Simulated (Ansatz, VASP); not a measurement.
# Co in VASP and in Ansatz

```
Co
1.0
     2.48737    0.00000    0.00000
    -1.24368    2.15412    0.00000
     0.00000    0.00000    4.06329
Co
2
Direct
  0.66667 0.33333 0.25986
  0.33333 0.66667 0.74014
```

Alike in both runs: task relaxation of cell and atoms; functional LDA; k mesh 14 × 14 × 8; collinear spin.

```csv
,VASP,Ansatz
version,VASP 6.6.1,Ansatz 0.2.0
potentials or method,"VASP PAW LDA potentials, release 64 (Co), cutoff 600 eV","plane waves, PAW"
occupations,"fermi-dirac, width 0.1 eV",fermi-dirac
valence electrons in the cell,18,34
```

Ansatz gave:

* net moment per atom (μB): 1.47
* size of the moment on the site where the two differ most (μB): 1.52
* relaxed volume (Å³/atom): 10.00
* relaxed length of the cell vector where the two differ most in proportion (Å): 3.920

Problem. Estimate VASP's values.

Solution. net moment per atom (μB): 1.42; size of the moment on the site where the two differ most (μB): 1.41; relaxed volume (Å³/atom): 9.94; relaxed length of the cell vector where the two differ most in proportion (Å): 3.910.

LDA's correlation is that of Perdew and Zunger in VASP and of Perdew and Wang (1992) in Ansatz. Site moments also hang on the region over which each program counts them. VASP's potentials hold 18 valence electrons a cell and Ansatz's 34, so a difference there can come from the potentials and not from the codes.
